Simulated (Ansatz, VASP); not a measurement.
Two plane-wave programs on Al

```
CELL_PARAMETERS angstrom
2.81051 0.00000 0.00000
0.00000 2.81051 0.00000
0.00000 0.00000 2.81051
ATOMIC_POSITIONS crystal
Al 0.00000 0.00000 0.00000
```

Alike in both runs: task single point; functional RPBE; k mesh 13 × 13 × 13; occupations fermi-dirac, width 0.1 eV; no spin polarisation.

```csv
,VASP,Ansatz
version,VASP 6.6.1,Ansatz 0.2.0
potentials or method,"VASP PAW PBE potentials, release 64 (Al), cutoff 520 eV","plane waves (420 eV) with PAW, scalar-relativistic"
valence electrons in the cell,3,3
```

|  | VASP | Ansatz | Ansatz less VASP |
| --- | --- | --- | --- |
| pressure (GPa) | -3.6 | -3.6 | +0.08 |

VASP's potentials were made for PBE, not for RPBE. With one functional, cell and mesh, what is left measures potentials, basis and numerics.
